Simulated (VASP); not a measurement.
Set up this calculation in VASP 6.6.1, as the native input.

- Task: single point
- Functional: PBEsol
- Potentials or basis: VASP PAW PBE potentials, release 64 (Os, Ba_sv)
- Cutoff: 520 eV
- k mesh: 5 × 5 × 5
- Occupations: fermi-dirac, width 0.1 eV
- Spin: no spin polarisation
- Dipole correction: no
- Further INCAR settings: ALGO = Normal; EDIFF = 1e-06; NBANDS = 21

The structure of Ba2Os lies in POSCAR:

```
Ba2Os
1.0
    0.0000000000      3.6474893770      0.0000001245
    3.6474893770      0.0000000000      0.0000001245
    1.8237449413      1.8237449413     -7.4042131094
Os Ba
1 2
Direct
    0.0000000000      0.0000000000      0.0000000000
    0.3796954357      0.3796954357      0.2406091285
    0.6203045643      0.6203045643      0.7593908715
```

These files were run (other wordings do the same):

INCAR

```
SYSTEM = Ba2Os
PREC     = Accurate       ! precision mode
ENCUT    = 520            ! plane-wave cutoff, eV
EDIFF    = 1E-6           ! SCF threshold, eV
ISMEAR   = -1             ! smearing method
SIGMA    = 0.1            ! smearing width, eV
LREAL    = .FALSE.        ! projectors in reciprocal space
LASPH    = .TRUE.         ! aspherical terms in the spheres
NELM     = 100            ! most SCF steps
ALGO     = Normal         ! electronic algorithm
ISIF     = 2              ! what is computed and relaxed
LWAVE    = .FALSE.        ! write WAVECAR
LCHARG   = .FALSE.        ! write CHGCAR
GGA      = PS             ! functional
NBANDS   = 21             ! bands
```

KPOINTS

```
Automatic mesh
0
G
  5 5 5
  0 0 0
```

Potentials or basis: VASP PAW PBE potentials, release 64 (Os, Ba_sv).

Run with:

```bash
$ cat potpaw_PBE.64/Os/POTCAR potpaw_PBE.64/Ba_sv/POTCAR > POTCAR
$ mpirun -np 1 vasp_std > vasp.out
```

It gave:

```json
{
 "Pressure": "1.6 GPa",
 "Largest force": "0.263 eV/Å",
 "Band gap on the k mesh": "zero (band 14 reaches 3.17 eV, above the bottom of band 15 at 3.08 eV)"
}
```

Caveat: the PAW data sets were made with another functional, which shifts forces and pressure a little; spin-orbit coupling is left out, which moves the levels of the heavy elements.

Wall time 36 s on 1 thread of Intel(R) Xeon(R) Platinum 8259CL CPU @ 2.50GHz (Skylake/Cascade Lake), with other jobs on the host, peak memory 0.21 GiB.
